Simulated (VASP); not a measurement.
# Ru (Fm-3m) in VASP: a series of runs

Ru is run at these levels: PBE; tasks: single point, relaxation of cell and atoms.

Program: VASP 6.6.1. These are calculated values, not measurements. Logs are shortened: lines on timing, memory, paths and dates and some standing lists are left out, and cuts for length are marked.

**1. The cell of the first run**

Symmetry: Fm-3m, No. 225, cubic system. The conventional cell has a = 3.807 Å, b = 3.807 Å, c = 3.807 Å, α = 90.00°, β = 90.00°, γ = 90.00°. Ru (site symmetry m-3m) has 12 Ru at 2.69 Å within 3.5 Å.

This isn't the form of Ru at room conditions, which is hcp.

**2. Single point, PBE**

Input file INCAR:

```
PREC = Accurate
ENCUT = 500
EDIFF = 1E-6
ISMEAR = 0
SIGMA = 0.1
LREAL = False
LASPH = True
NELM = 120
ALGO = Normal
ISIF = 2
LWAVE = False
LCHARG = False
GGA = PE
NBANDS = 13
GGA_COMPAT = False
```

Input file KPOINTS:

```
Automatic mesh
0
Gamma
  8 8 8
```

Input file POSCAR:

```
Ru
1.0
    0.0000000000      1.9035344711      1.9035344711
    1.9035344711      0.0000000000      1.9035344711
    1.9035344711      1.9035344711      0.0000000000
Ru
1
Direct
    0.0000000000      0.0000000000      0.0000000000
```

Potentials or basis: VASP PAW PBE potentials, release 64 (Ru_pv).

On the command line:

```
cat potpaw_PBE.64/Ru_pv/POTCAR > POTCAR
mpirun -np 1 vasp_std > vasp.out
```

OUTCAR:

```text
PREC = Accurate
   ENCUT = 500
   EDIFF = 1E-6
   ISMEAR = 0
   LREAL = False
   LASPH = True
   NELM = 120
   ISIF = 2
   GGA = PE

 ion  position               nearest neighbor table
   1  0.000  0.000  0.000-

  LATTYP: Found a face centered cubic cell.
 ALAT       =     3.8070689422

  Lattice vectors:

 A1 = (   0.0000000000,   1.9035344711,   1.9035344711)
 A2 = (   1.9035344711,   0.0000000000,   1.9035344711)
 A3 = (   1.9035344711,   1.9035344711,   0.0000000000)

Analysis of symmetry for initial positions (statically):
=====================================================================
 Subroutine PRICEL returns:
 Original cell was already a primitive cell.

 Routine SETGRP: Setting up the symmetry group for a
 face centered cubic supercell.

 Subroutine GETGRP returns: Found 48 space group operations
 (whereof 48 operations were pure point group operations)
 out of a pool of 48 trial point group operations.

The static configuration has the point symmetry O_h .

Analysis of symmetry for dynamics (positions and initial velocities):
=====================================================================
 Subroutine PRICEL returns:
 Original cell was already a primitive cell.

 Routine SETGRP: Setting up the symmetry group for a
 face centered cubic supercell.

 Subroutine GETGRP returns: Found 48 space group operations
 (whereof 48 operations were pure point group operations)
 out of a pool of 48 trial point group operations.

The dynamic configuration has the point symmetry O_h .

 Subroutine INISYM returns: Found 48 space group operations
 (whereof 48 operations are pure point group operations),
 and found     1 'primitive' translations

----------------------------------------------------------------------------------------

                                     Primitive cell

  volume of cell :      13.7947

  direct lattice vectors                    reciprocal lattice vectors
     0.000000000  1.903534471  1.903534471    -0.262669265  0.262669265  0.262669265
     1.903534471  0.000000000  1.903534471     0.262669265 -0.262669265  0.262669265
     1.903534471  1.903534471  0.000000000     0.262669265  0.262669265 -0.262669265

  length of vectors
     2.692004265  2.692004265  2.692004265     0.454956512  0.454956512  0.454956512

  position of ions in fractional coordinates (direct lattice)
     0.000000000  0.000000000  0.000000000

  ion indices of the primitive-cell ions
   primitive index   ion index
                 1           1

----------------------------------------------------------------------------------------

 KPOINTS: Automatic mesh

Automatic generation of k-mesh.
 Grid dimensions read from file:
 generate k-points for:    8    8    8

 Generating k-lattice:

  Cartesian coordinates                     Fractional coordinates (reciprocal lattice)
    -0.032833658  0.032833658  0.032833658     0.125000000  0.000000000  0.000000000
     0.032833658 -0.032833658  0.032833658     0.000000000  0.125000000  0.000000000
     0.032833658  0.032833658 -0.032833658     0.000000000  0.000000000  0.125000000

  Length of vectors
     0.056869564  0.056869564  0.056869564

  Shift w.r.t. Gamma in fractional coordinates (k-lattice)
     0.000000000  0.000000000  0.000000000

 Subroutine IBZKPT returns following result:
 ===========================================

 Found     29 irreducible k-points:

 Following reciprocal coordinates:
            Coordinates               Weight
  0.000000  0.000000  0.000000      1.000000
  0.125000  0.000000  0.000000      8.000000
  0.250000  0.000000  0.000000      8.000000
  0.375000  0.000000  0.000000      8.000000
  0.500000  0.000000  0.000000      4.000000
  0.125000  0.125000  0.000000      6.000000
[... 16 lines left out ...]
  0.500000  0.250000  0.125000     48.000000
 -0.375000  0.250000  0.125000     24.000000
 [... further k-points ...]
   k-points           NKPTS =     29   k-points in BZ     NKDIM =     29   number of bands    NBANDS=     13
   number of dos      NEDOS =    301   number of ions     NIONS =      1
   total plane-waves  NPLWV =   8000
   dimension x,y,z NGX =    20 NGY =   20 NGZ =   20
   dimension x,y,z NGXF=    40 NGYF=   40 NGZF=   40
   ions per type =               1
   NGX,Y,Z   is equivalent  to a cutoff of  12.35, 12.35, 12.35 a.u.
   NGXF,Y,Z  is equivalent  to a cutoff of  24.70, 24.70, 24.70 a.u.
 SYSTEM =  unknown system
   PREC   = accura    normal or accurate (medium, high low for compatibility)
   ISTART =      0    job   : 0-new  1-cont  2-samecut
   ICHARG =      2    charge: 1-file 2-atom 10-const
   ISPIN  =      1    spin polarized calculation?
   LNONCOLLINEAR =      F non collinear calculations
   LSORBIT =      F    spin-orbit coupling
   LASPH  =      T    aspherical Exc in radial PAW
   ENCUT  =  500.0 eV  36.75 Ry    6.06 a.u.   4.91  4.91  4.91*2*pi/ulx,y,z
   NELM   =    120;   NELMIN=  2; NELMDL= -5     # of ELM steps
   EDIFF  = 0.1E-05   stopping-criterion for ELM
   LREAL  =      F    real-space projection
   EDIFFG = 0.1E-04   stopping-criterion for IOM
   NSW    =      0    number of steps for IOM
   IBRION =     -1    ionic relax: 0-MD 1-quasi-New 2-CG
   NFREE  =      0    steps in history (QN), initial steepest desc. (CG)
   ISIF   =      2    stress and relaxation
   ISYM   =      2    0-nonsym 1-usesym 2-fastsym
   POTIM  = 0.5000    time-step for ionic-motion
   TEBEG  =    0.0;   TEEND  =   0.0 temperature during run
   PSTRESS=    0.0 pullay stress
   NELECT =      14.0000    total number of electrons
   NUPDOWN=      -1.0000    fix difference up-down
   EMIN   =  10.00;   EMAX   =-10.00  energy-range for DOS
   EFERMI =   0.00;   METHOD = LEGACY
   ISMEAR =     0;   SIGMA  =   0.10  broadening in eV -4-tet -1-fermi 0-gaus
   EFERMI_NEDOS =   21; number of points for ismear=-14 and -15
   IALGO  =     38    algorithm
   IMIX   =      4    mixing-type and parameters
     AMIX     =   0.40;   BMIX     =  1.00
     AMIX_MAG =   1.60;   BMIX_MAG =  1.00
  volume/ion in A,a.u.               =      13.79        93.09
  Fermi-wavevector in a.u.,A,eV,Ry     =   1.645180  3.108939 36.825765  2.706617
  Thomas-Fermi vector in A             =   2.735021
   LORBIT       =      0    0 simple, 1 ext, 2 COOP (PROOUT), +10 PAW based schemes
   GGA     = PE    functional components
   LHFCALC =     F    Hartree Fock is set to
   AEXX    =    0.0000 exact exchange contribution
   IVDW    =     0    specifies the selected vdW correction
   LEPSILON=     F    determine dielectric tensor
   LRPA    =     F    only Hartree local field effects (RPA)
 non-spin polarized calculation
 Gauss-broadening in eV      SIGMA  =   0.10
  energy-cutoff  :      500.00
  volume of cell :       13.79
 maximum number of plane-waves:       363
   NGX =  9   NGY =  9   NGZ =  9

 number of electron      14.0000003 magnetization

 Free energy of the ion-electron system (eV)
  ---------------------------------------------------
  ext. energy  EPLUGINS =         0.00000000
  ---------------------------------------------------
  free energy    TOTEN  =        -9.16060255 eV

  energy without entropy =       -9.15677131  energy(sigma->0) =       -9.15868693

 E-fermi :  12.3590     XC(G=0): -14.0172

 val. band max:       12.3493791131   @ k =   0.0000   0.0000   0.0000
 cond. band min:      12.5124253240   @ k =   0.2500   0.0000   0.0000
 fundamental gap:      0.1630462109
 Fermi energy:        12.3590249176

 k-point     1 :       0.0000    0.0000    0.0000
  band No.  band energies     occupation
      1     -29.9424      2.00000
      2     -29.9424      2.00000
      3     -29.9424      2.00000
      4       4.6559      2.00000
      5       9.9580      2.00000
      6       9.9580      2.00000
      7       9.9580      2.00000
      8      12.3494      1.10850
      9      12.3494      1.10850
     10      23.0562      0.00000
     11      27.5381      0.00000
     12      33.1908      0.00000
     13      33.1908      0.00000

 k-point     2 :       0.1250    0.0000    0.0000
  band No.  band energies     occupation
      1     -30.0972      2.00000
      2     -29.9627      2.00000
      3     -29.9627      2.00000
      4       5.2834      2.00000
      5       9.6707      2.00000
      6      10.1982      2.00000
      7      10.1982      2.00000
      8      12.2208      1.94947
      9      12.2208      1.94947
     10      23.0563      0.00000
     11      28.5375      0.00000
     12      30.8178      0.00000
     13      34.2264      0.00000

 k-point     3 :       0.2500    0.0000    0.0000
  band No.  band energies     occupation
      1     -30.4614      2.00000
      2     -30.0113      2.00000
      3     -30.0113      2.00000
      4       6.4963      2.00000
      5       9.7107      2.00000
      6      10.3502      2.00000
      7      10.3502      2.00000
      8      12.5124      0.03005
      9      12.5124      0.03005
     10      23.0561      0.00000
     11      27.5786      0.00000
     12      29.7640      0.00000
     13      36.8636      0.00000
[... 305 lines left out ...]
 k-point    23 :       0.5000    0.2500    0.1250
  band No.  band energies     occupation
      1     -30.7367      2.00000
      2     -30.3117      2.00000
      3     -30.1328      2.00000
      4       7.8252      2.00000
      5       8.9169      2.00000
      6       9.5572      2.00000
      7      11.4503      2.00000
      8      13.3147      0.00000
      9      16.6484      0.00000
     10      23.0554      0.00000
     11      24.8846      0.00000
     12      28.8201      0.00000
     13      30.2964      0.00000

 k-point    24 :      -0.3750    0.2500    0.1250
  band No.  band energies     occupation
      1     -30.8177      2.00000
      2     -30.3467      2.00000
      3     -30.1644      2.00000
      4       7.7602      2.00000
      5       8.6463      2.00000
      6      10.3431      2.00000
      7      11.1273      2.00000
      8      13.9347      0.00000
      9      18.7487      0.00000
     10      21.9360      0.00000
     11      23.0587      0.00000
     12      28.7021      0.00000
     13      29.8182      0.00000

 [... further k-points ...]

------------------------ aborting loop because EDIFF is reached ----------------------------------------

  FORCE on cell =-STRESS in cart. coord.  units (eV):
  Direction    XX          YY          ZZ          XY          YZ          ZX
  --------------------------------------------------------------------------------------
  -------------------------------------------------------------------------------------
  Total       -0.0117055     -0.0117055     -0.0117055      0.0000000      0.0000000      0.0000000
  in kB       -1.3595336     -1.3595336     -1.3595336      0.0000000      0.0000000      0.0000000
  external PRESSURE =      -1.3595336 kB  Pullay stress =       0.0000000 kB

 VOLUME and BASIS-vectors are now :
 -----------------------------------------------------------------------------
  energy-cutoff  :      500.00
  volume of cell :       13.79
      direct lattice vectors                 reciprocal lattice vectors
     0.000000000  1.903534471  1.903534471    -0.262669265  0.262669265  0.262669265
     1.903534471  0.000000000  1.903534471     0.262669265 -0.262669265  0.262669265
     1.903534471  1.903534471  0.000000000     0.262669265  0.262669265 -0.262669265

 POSITION                                       TOTAL-FORCE (eV/Angst)
 -----------------------------------------------------------------------------------
      0.00000      0.00000      0.00000         0.000000      0.000000      0.000000
 -----------------------------------------------------------------------------------
    total drift:                                0.000000      0.000000      0.000000

  FREE ENERGIE OF THE ION-ELECTRON SYSTEM (eV)
  ---------------------------------------------------
  free  energy   TOTEN  =        -9.1606025529 eV

  energy  without entropy=       -9.1567713085  energy(sigma->0) =       -9.15868693
```

Run time: 4 s. Hardware: 1 thread of Intel Xeon Platinum 8488C (Sapphire Rapids), shared host; peak memory 0.12 GiB.

Results:

```
Free energy            : -9.1606 eV
Pressure               : -0.1 GPa
Band gap on the k mesh : zero (bands 7 and 8 overlap by 3.05 eV)
```

Levels at points of the mesh, in eV from the Fermi level:
```csv
k point,band 3,band 4,band 5,band 6,band 7,band 8,band 9,band 10,band 11,band 12
"(0.00, 0.00, 0.00)",-42.30,-7.70,-2.40,-2.40,-2.40,-0.01,-0.01,10.70,15.18,20.83
"(0.50, 0.00, 0.00)",-42.44,-5.84,-2.52,-2.52,1.13,1.82,1.82,10.01,10.70,14.77
"(0.50, 0.50, 0.00)",-42.67,-6.13,-5.66,1.77,2.32,2.32,3.73,10.70,13.48,13.48
```

Caveat: an empty level that is flat over the whole mesh can mark a ghost state of the potentials, or a narrow d or f band.

**3. Single point, PBE**

This run uses another cell than the first one, of 15.57 Å³/atom.

Input file INCAR:

```
  PREC = Accurate
  ENCUT = 500
  EDIFF = 1E-6
  ISMEAR = 0
  SIGMA = 0.1
  LREAL = F
  LASPH = T
  NELM = 120
  ALGO = Normal
  ISIF = 2
  LWAVE = F
  LCHARG = F
  GGA = PE
  NBANDS = 13
  GGA_COMPAT = F
```

KPOINTS is that of step 2.

Input file POSCAR:

```
Ru
1.0
    0.0000000000      1.9818218788      1.9818218788
    1.9818218788      0.0000000000      1.9818218788
    1.9818218788      1.9818218788      0.0000000000
Ru
1
Direct
    0.0000000000      0.0000000000      0.0000000000
```

Potentials or basis: VASP PAW PBE potentials, release 64 (Ru_pv).

On the command line:

```
cat potpaw_PBE.64/Ru_pv/POTCAR > POTCAR
mpirun -np 1 vasp_std > vasp.out
```

It took 4.6 s on 1 thread of Intel Xeon Platinum 8488C (Sapphire Rapids), shared host; peak memory 0.12 GiB.

It converged, with:

```
Free energy            : -8.9881 eV
Pressure               : -27.7 GPa
Band gap on the k mesh : zero (bands 7 and 8 overlap by 2.49 eV)
```

Levels at points of the mesh, in eV from the Fermi level:
| k point | band 3 | band 4 | band 5 | band 6 | band 7 | band 8 | band 9 | band 10 | band 11 | band 12 |
| --- | --- | --- | --- | --- | --- | --- | --- | --- | --- | --- |
| (0.00, 0.00, 0.00) | -42.31 | -7.03 | -2.02 | -2.02 | -2.02 | -0.04 | -0.04 | 10.82 | 15.15 | 20.15 |
| (0.50, 0.00, 0.00) | -42.40 | -5.02 | -2.11 | -2.11 | 1.05 | 1.47 | 1.47 | 8.57 | 10.82 | 14.70 |
| (0.50, 0.50, 0.00) | -42.56 | -5.17 | -4.76 | 1.43 | 1.88 | 1.88 | 3.37 | 10.82 | 11.89 | 12.63 |

Caveat: the cell stands under tension; an empty level that is flat over the whole mesh can mark a ghost state of the potentials, or a narrow d or f band.

**4. Relaxation of cell and atoms, PBE**

This run uses another cell than the first one, of 15.57 Å³/atom.

Input file INCAR:

```
  PREC = Accurate
  ENCUT = 500
  EDIFF = 1E-7
  ISMEAR = 0
  SIGMA = 0.1
  LREAL = False
  LASPH = True
  NELM = 120
  ALGO = Normal
  ISIF = 3
  LWAVE = False
  LCHARG = False
  GGA = PE
  IBRION = 2
  NSW = 80
  EDIFFG = -0.05
  GGA_COMPAT = False
  NELMIN = 4
```

KPOINTS is that of step 3.

POSCAR is that of step 3.

On the command line:

```
cat potpaw_PBE.64/Ru_pv/POTCAR > POTCAR
mpirun -np 1 vasp_std > vasp.out
```

Run time: 17 s. Hardware: 1 thread of Intel Xeon Platinum 8488C (Sapphire Rapids), shared host; peak memory 0.13 GiB.

It converged, with:

```yaml
Free_energy: -9.1619 eV
Relaxed_volume: 13.79 Å³/atom
Relaxed_cell: a = 2.691 Å, b = 2.691 Å, c = 2.691 Å, α = 60.00°, β = 60.00°, γ = 60.00°
Space_group_after_relaxing_to_0.1_Å: Fm-3m (No. 225)
Pressure_after_relaxing: 0.0 GPa
Band_gap_on_the_k_mesh: zero (bands 7 and 8 overlap by 3.06 eV)
```

Final structure:
```
Ru
1.0
     0.00000    1.90311    1.90311
     1.90311    0.00000    1.90311
     1.90311    1.90311    0.00000
Ru
1
Direct
  0.00000 0.00000 0.00000
```

Levels at points of the mesh, in eV from the Fermi level:
```
           k point  band 4  band 5  band 6  band 7  band 8  band 9  band 10  band 11
(0.00, 0.00, 0.00)   -7.71   -2.40   -2.40   -2.40   -0.01   -0.01    10.70    15.18
(0.50, 0.00, 0.00)   -5.84   -2.53   -2.53    1.13    1.82    1.82    10.02    10.70
(0.50, 0.50, 0.00)   -6.14   -5.67    1.78    2.32    2.32    3.73    10.70    13.48
```

**5. Single point, PBE**

This run uses another cell than the first one, of 13.83 Å³/atom.

Input file INCAR:

```
  PREC = Accurate
  ENCUT = 500
  EDIFF = 1E-6
  ISMEAR = 0
  SIGMA = 0.1
  LREAL = F
  LASPH = T
  NELM = 120
  ALGO = Normal
  ISIF = 2
  LWAVE = F
  LCHARG = F
  GGA = PE
  NBANDS = 13
  GGA_COMPAT = F
```

Input file KPOINTS:

```
regular mesh
0
Gamma
  18 18 18
```

Input file POSCAR:

```
Ru
1.0
    0.0000000000      1.9051299529      1.9051299529
    1.9051299529      0.0000000000      1.9051299529
    1.9051299529      1.9051299529      0.0000000000
Ru
1
Direct
    0.0000000000      0.0000000000      0.0000000000
```

On the command line:

```
cat potpaw_PBE.64/Ru_pv/POTCAR > POTCAR
mpirun -np 1 vasp_std > vasp.out
```

It took 17 s on 1 thread of Intel Xeon Platinum 8488C (Sapphire Rapids), shared host; peak memory 0.14 GiB.

The run converged. Its results:

| Item | Value |
| --- | --- |
| Free energy | -9.1258 eV |
| Pressure | -0.1 GPa |
| Band gap on the k mesh | zero (bands 7 and 8 overlap by 3.34 eV) |

Levels at points of the mesh, in eV from the Fermi level:
| k point | band 3 | band 4 | band 5 | band 6 | band 7 | band 8 | band 9 | band 10 | band 11 | band 12 |
| --- | --- | --- | --- | --- | --- | --- | --- | --- | --- | --- |
| (0.00, 0.00, 0.00) | -42.39 | -7.76 | -2.47 | -2.47 | -2.47 | -0.09 | -0.09 | 10.60 | 15.11 | 20.75 |
| (0.50, 0.00, 0.00) | -42.52 | -5.90 | -2.59 | -2.59 | 1.05 | 1.73 | 1.73 | 9.90 | 10.61 | 14.70 |
| (0.50, 0.50, 0.00) | -42.75 | -6.19 | -5.72 | 1.68 | 2.23 | 2.23 | 3.65 | 10.60 | 13.39 | 13.39 |

**6. Relaxation of cell and atoms, PBE**

Input file INCAR:

```
SYSTEM = Ru
  PREC = Accurate
  ENCUT = 500
  EDIFF = 1E-7
  ISMEAR = 0
  SIGMA = 0.1
  LREAL = .False.
  LASPH = .True.
  NELM = 120
  ALGO = Normal
  ISIF = 3
  LWAVE = .False.
  LCHARG = .False.
  GGA = PE
  IBRION = 2
  NSW = 80
  EDIFFG = -0.01
  GGA_COMPAT = .False.
  NELMIN = 4
```

Input file KPOINTS:

```
Automatic mesh
0
Gamma
  18 18 18
  0 0 0
```

Input file POSCAR:

```
Ru
1.0
    0.0000000000      1.9035344711      1.9035344711
    1.9035344711      0.0000000000      1.9035344711
    1.9035344711      1.9035344711      0.0000000000
Ru
1
Direct
    0.0000000000      0.0000000000      0.0000000000
```

Potentials or basis: VASP PAW PBE potentials, release 64 (Ru_pv).

On the command line:

```
cat potpaw_PBE.64/Ru_pv/POTCAR > POTCAR
mpirun -np 1 vasp_std > vasp.out
```

Run time: 37 s. Hardware: 1 thread of Intel Xeon Platinum 8488C (Sapphire Rapids), shared host; peak memory 0.15 GiB.

The run converged. Its results:

```yaml
Free_energy: -9.1258 eV
Relaxed_volume: 13.83 Å³/atom
Relaxed_cell: a = 2.694 Å, b = 2.694 Å, c = 2.694 Å, α = 60.00°, β = 60.00°, γ = 60.00°
Space_group_after_relaxing_to_0.1_Å: Fm-3m (No. 225)
Energy_gained_by_relaxing: 0.1 meV/atom
Ionic_steps: 3
Pressure_after_relaxing: 0.0 GPa
Band_gap_on_the_k_mesh: zero (bands 7 and 8 overlap by 3.34 eV)
```

Final structure:
```yaml
crystal:
  lattice:
    - [0.00000, 1.90494, 1.90494]
    - [1.90494, 0.00000, 1.90494]
    - [1.90494, 1.90494, 0.00000]
  atoms:
    - { symbol: Ru, position: [0.00000, 0.00000, 0.00000] }
```

Levels at points of the mesh, in eV from the Fermi level:
| k point | band 4 | band 5 | band 6 | band 7 | band 8 | band 9 | band 10 | band 11 |
| --- | --- | --- | --- | --- | --- | --- | --- | --- |
| (0.00, 0.00, 0.00) | -7.76 | -2.47 | -2.47 | -2.47 | -0.09 | -0.09 | 10.60 | 15.11 |
| (0.50, 0.00, 0.00) | -5.90 | -2.59 | -2.59 | 1.05 | 1.73 | 1.73 | 9.90 | 10.61 |
| (0.50, 0.50, 0.00) | -6.19 | -5.72 | 1.69 | 2.23 | 2.23 | 3.65 | 10.60 | 13.39 |

**7. Summary**

| task | cell | k mesh | gap on the mesh (eV) | pressure (GPa) | relaxed volume (Å³/atom) |
| --- | --- | --- | --- | --- | --- |
| single point | a = 2.692 Å, angles 60.0°, 1 atom | 8 × 8 × 8 | none | -0.1 | - |
| single point | a = 2.803 Å, angles 60.0°, 1 atom | 8 × 8 × 8 | none | -27.7 | - |
| relaxation of cell and atoms | relaxed from a = 2.803 Å, angles 60.0°, 1 atom | 8 × 8 × 8 | none | 0.0 | 13.79 |
| single point | a = 2.694 Å, angles 60.0°, 1 atom | 18 × 18 × 18 | none | -0.1 | - |
| relaxation of cell and atoms | relaxed from a = 2.692 Å, angles 60.0°, 1 atom | 18 × 18 × 18 | none | 0.0 | 13.83 |

Alike in all rows: level PBE; potentials or basis VASP PAW PBE potentials, release 64 (Ru_pv); no spin polarisation; cutoff (eV) 500; smearing gaussian 0.1 eV.

Caveats: an empty level that is flat over the whole mesh can mark a ghost state of the potentials, or a narrow d or f band (at least some runs); the cell stands under tension (at least some runs).

Absolute energies hang on the potentials; compare differences alone.
